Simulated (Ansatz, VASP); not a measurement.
**I in VASP and in Ansatz**

```
I
1.0
    12.00000    0.00000    0.00000
     0.00000   12.30000    0.00000
     0.00000    0.00000   12.60000
I
2
Direct
  0.50000 0.50000 0.39506
  0.50000 0.50000 0.60494
```

Alike in both runs: functional LDA; k mesh 1 × 1 × 1; occupations fermi-dirac, width 0.01 eV; no spin polarisation.

Ansatz relaxed the structure, and its values are those at the end. VASP's run is a single point on that final structure, the one shown.

|  | VASP | Ansatz |
| --- | --- | --- |
| version | VASP 6.6.1 | Ansatz 0.2.0 |
| potentials or method | VASP PAW LDA potentials, release 64 (I), cutoff 520 eV | plane waves (420 eV) with PAW, scalar-relativistic |
| valence electrons in the cell | 14 | 34 |

VASP gave:

```
gap on the k mesh at the Fermi level (eV) : 1.86
```

Estimate Ansatz's values.

gap on the k mesh at the Fermi level (eV): 1.85.

Ansatz warns that its potentials were made for another functional, while VASP's fit it. LDA's correlation is that of Perdew and Zunger in VASP and of Perdew and Wang (1992) in Ansatz. VASP's potentials hold 14 valence electrons a cell and Ansatz's 34, so a difference there can come from the potentials and not from the codes. Ansatz's warnings: xc potential rough in thin density.

Spin-orbit coupling is off throughout.
